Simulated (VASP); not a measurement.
# Sn (I4/mmm) in VASP: a series of runs, part 2 of 2

VASP 6.6.1. The steps go on from the part before.

**3. Single point, PBEsol (strain +0.030 along x and y, +0.000 along z)**

Contents of INCAR:

```
PREC     = Accurate       # precision mode
ENCUT    = 520            # plane-wave cutoff, eV
EDIFF    = 1E-6           # SCF threshold, eV
ISMEAR   = 0              # smearing method
SIGMA    = 0.15           # smearing width, eV
LREAL    = F              # projectors in reciprocal space
LASPH    = T              # aspherical terms in the spheres
NELM     = 60             # most SCF steps
ALGO     = Fast           # electronic algorithm
ISIF     = 2              # what is computed and relaxed
LWAVE    = F              # write WAVECAR
LCHARG   = F              # write CHGCAR
GGA      = PS             # functional
NBANDS   = 13             # bands
```

Contents of KPOINTS:

```
Automatic mesh
0
Gamma
  18 18 18
```

Contents of POSCAR:

```
Sn
1.0
   -1.9514913738      1.9514913738      1.8946518192
    1.9514913738     -1.9514913738      1.8946518192
    1.9514913738      1.9514913738     -1.8946518192
Sn
1
Direct
    0.0000000000      0.0000000000      0.0000000000
```

Potentials or basis: VASP PAW PBE potentials, release 64 (Sn_d).

Run with:

```sh
$ cat potpaw_PBE.64/Sn_d/POTCAR > POTCAR
$ mpirun -np 1 vasp_std > vasp.out
```

Wall time 2 min (1 thread of Intel Xeon 6975P-C (Granite Rapids), shared host); peak memory 0.28 GiB.

The run converged. Its results:

* Free energy: -4.1946 eV
* Pressure: -4.3 GPa
* Band gap on the k mesh: zero (bands 7 and 8 overlap by 9.59 eV)

Stress tensor (GPa, compression positive):
```
-4.05  0.00  0.00
 0.00 -4.05  0.00
 0.00  0.00 -4.71
```

Levels at points of the mesh, in eV from the Fermi level:
| k point | band 5 | band 6 | band 7 | band 8 | band 9 | band 10 |
| --- | --- | --- | --- | --- | --- | --- |
| (0.00, 0.00, 0.00) | -21.29 | -10.67 | 7.35 | 7.35 | 7.53 | 11.89 |
| (0.50, 0.00, 0.00) | -21.23 | -6.30 | -4.10 | 3.30 | 5.05 | 7.49 |
| (0.50, 0.50, 0.00) | -21.23 | -6.48 | -4.17 | 3.64 | 5.54 | 7.91 |
| (0.50, 0.50, 0.50) | -21.24 | -2.85 | -0.58 | -0.58 | -0.05 | 3.73 |

Caveat: the cell differs from its parent crystal (strain +0.030 along x and y, +0.000 along z); the cell stands under tension; the PAW data sets were made with another functional, which shifts forces and pressure a little; spin-orbit coupling is left out, which moves the levels of the heavy elements.

**4. Single point, PBEsol (strain +0.015 along x and y, +0.030 along z)**

Contents of INCAR:

```
PREC     = Accurate       # precision mode
ENCUT    = 520            # plane-wave cutoff, eV
EDIFF    = 1E-6           # SCF threshold, eV
ISMEAR   = 0              # smearing method
SIGMA    = 0.15           # smearing width, eV
LREAL    = False          # projectors in reciprocal space
LASPH    = True           # aspherical terms in the spheres
NELM     = 100            # most SCF steps
ALGO     = Fast           # electronic algorithm
ISIF     = 2              # what is computed and relaxed
LWAVE    = False          # write WAVECAR
LCHARG   = True           # write CHGCAR
GGA      = PS             # functional
LELF     = True           # ELF
LVHAR    = True         
NBANDS   = 13             # bands
```

KPOINTS is that of step 3.

Contents of POSCAR:

```
Sn
1.0
   -1.9230715965      1.9230715965      1.9514913738
    1.9230715965     -1.9230715965      1.9514913738
    1.9230715965      1.9230715965     -1.9514913738
Sn
1
Direct
    0.0000000000      0.0000000000      0.0000000000
```

Potentials or basis: VASP PAW PBE potentials, release 64 (Sn_d).

Run with:

```sh
$ cat potpaw_PBE.64/Sn_d/POTCAR > POTCAR
$ mpirun -np 1 vasp_std > vasp.out
```

OUTCAR:

```text
PREC = Accurate
   ENCUT = 520
   EDIFF = 1E-6
   ISMEAR = 0
   LREAL = False
   LASPH = True
   NELM = 100
   ISIF = 2
   GGA = PS

 ion  position               nearest neighbor table
   1  0.000  0.000  0.000-

  LATTYP: Found a body centered tetragonal cell.
 ALAT       =     3.8461431930
 C/A-ratio  =     1.0147783251

  Lattice vectors:

 A1 = (  -1.9230715965,   1.9230715965,   1.9514913738)
 A2 = (   1.9230715965,  -1.9230715965,   1.9514913738)
 A3 = (   1.9230715965,   1.9230715965,  -1.9514913738)

Analysis of symmetry for initial positions (statically):
=====================================================================
 Subroutine PRICEL returns:
 Original cell was already a primitive cell.

 Routine SETGRP: Setting up the symmetry group for a
 body centered tetragonal supercell.

 Subroutine GETGRP returns: Found 16 space group operations
 (whereof 16 operations were pure point group operations)
 out of a pool of 16 trial point group operations.

The static configuration has the point symmetry D_4h.

Analysis of symmetry for dynamics (positions and initial velocities):
=====================================================================
[... 171 lines left out ...]
      5     -14.0780      2.00000
      6      -3.4528      2.00000
      7      14.5819      0.00000
      8      14.6534      0.00000
      9      14.6534      0.00000
     10      19.0922      0.00000
     11      19.2775      0.00000
     12      19.2945      0.00000
     13      19.4516      0.00000
[... 354 lines left out ...]
  band No.  band energies     occupation
      1     -14.2073      2.00000
      2     -14.1832      2.00000
      3     -14.1339      2.00000
      4     -14.0951      2.00000
      5     -14.0825      2.00000
      6      -2.6232      2.00000
      7      10.1735      0.00000
      8      12.4785      0.00000
      9      13.5374      0.00000
     10      16.6461      0.00000
     11      17.1296      0.00000
     12      18.6258      0.00000
     13      21.1218      0.00000

 [... further k-points ...]

------------------------ aborting loop because EDIFF is reached ----------------------------------------

  FORCE on cell =-STRESS in cart. coord.  units (eV):
  Direction    XX          YY          ZZ          XY          YZ          ZX
  --------------------------------------------------------------------------------------
  -------------------------------------------------------------------------------------
  Total       -0.7895266     -0.7895266     -0.7239017      0.0000000      0.0000000      0.0000000
  in kB      -43.8187325    -43.8187325    -40.1765481      0.0000000      0.0000000      0.0000000
  external PRESSURE =     -42.6046710 kB  Pullay stress =       0.0000000 kB

 VOLUME and BASIS-vectors are now :
 -----------------------------------------------------------------------------
  energy-cutoff  :      520.00
  volume of cell :       28.87
      direct lattice vectors                 reciprocal lattice vectors
    -1.923071597  1.923071597  1.951491374     0.000000000  0.260000720  0.256214302
     1.923071597 -1.923071597  1.951491374     0.260000720  0.000000000  0.256214302
     1.923071597  1.923071597 -1.951491374     0.260000720  0.260000720  0.000000000

 POSITION                                       TOTAL-FORCE (eV/Angst)
 -----------------------------------------------------------------------------------
      0.00000      0.00000      0.00000        -0.000000      0.000000      0.000000
 -----------------------------------------------------------------------------------
    total drift:                               -0.000000     -0.000000     -0.000000

  FREE ENERGIE OF THE ION-ELECTRON SYSTEM (eV)
  ---------------------------------------------------
  free  energy   TOTEN  =        -4.1934015408 eV

  energy  without entropy=       -4.1868550595  energy(sigma->0) =       -4.19012830
```

Run time: 100 s. Hardware: 1 thread of Intel Xeon 6975P-C (Granite Rapids), shared host; peak memory 0.28 GiB.

Results:

```
Free energy            : -4.1934 eV
Pressure               : -4.3 GPa
Band gap on the k mesh : zero (bands 7 and 8 overlap by 9.62 eV)
```

Stress tensor (GPa, compression positive):
```
-4.38  0.00  0.00
 0.00 -4.38  0.00
 0.00  0.00 -4.02
```

Caveat: the cell differs from its parent crystal (strain +0.015 along x and y, +0.030 along z); the cell stands under tension; the PAW data sets were made with another functional, which shifts forces and pressure a little; spin-orbit coupling is left out, which moves the levels of the heavy elements.

**5. Overview**

| cell | gap on the mesh (eV) | pressure (GPa) |
| --- | --- | --- |
| a = 3.332 Å, angles 108.3, 108.3, 111.9°, 1 atom | none | -3.7 |
| a = 3.348 Å, angles 108.7, 108.7, 111.1°, 1 atom | none | -4.3 |
| a = 3.347 Å, angles 109.9, 109.9, 108.7°, 1 atom | none | -4.3 |

Alike in all rows: task single point; level PBEsol; potentials or basis VASP PAW PBE potentials, release 64 (Sn_d); no spin polarisation; k mesh 18 × 18 × 18; cutoff (eV) 520; smearing gaussian 0.15 eV.

Caveats: the cell stands under tension; the PAW data sets were made with another functional, which shifts forces and pressure a little; spin-orbit coupling is left out, which moves the levels of the heavy elements.

Absolute energies hang on the potentials; compare differences alone.
